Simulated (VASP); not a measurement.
Here is a VASP 6.6.1 calculation.

INCAR

```
SYSTEM = Sb
  ALGO = Normal
  EDIFF = 1E-7
  EDIFFG = -0.01
  ENCUT = 600
  GGA = RP
  IBRION = 2
  ISIF = 3
  ISMEAR = -1
  IVDW = 13
  LASPH = .True.
  LCHARG = .False.
  LREAL = .False.
  LWAVE = .False.
  NELM = 80
  NSW = 60
  PREC = Accurate
  SIGMA = 0.05
```

File KPOINTS:

```
k-points
0
Gamma
  9 9 5
  0 0 0
```

Contents of POSCAR:

```
Sb
1.0
    3.3545324186      0.0000000000      0.0000000000
   -1.6772662093      2.9051102923      0.0000000000
    0.0000000000      0.0000000000      5.4701606500
Sb
2
Direct
    0.6666666667      0.3333333333      0.7500000000
    0.3333333333      0.6666666667      0.2500000000
```

Potentials or basis: VASP PAW PBE potentials, release 64 (Sb).

The run is started by

```sh
$ cat potpaw_PBE.64/Sb/POTCAR > POTCAR
$ mpirun -np 1 vasp_std > vasp.out
```

(1) What does it give for the band gap on the k mesh?

(2) Predict the relaxed volume.

(3) Estimate the space group after relaxing (to 0.05 Å).

(4) Predict the dispersion energy per atom.

Results:

(1) zero (band 5 reaches 13.94 eV, above the bottom of band 6 at 6.49 eV).

(2) 25.31 Å³/atom.

(3) P6_3/mmc (No. 194).

(4) -1.129 eV.

Caveat: the PAW data sets were made with another functional, which shifts forces and pressure a little; spin-orbit coupling is left out, which moves the levels of the heavy elements; pairwise dispersion overbinds metals, which lowers pressure and volume.
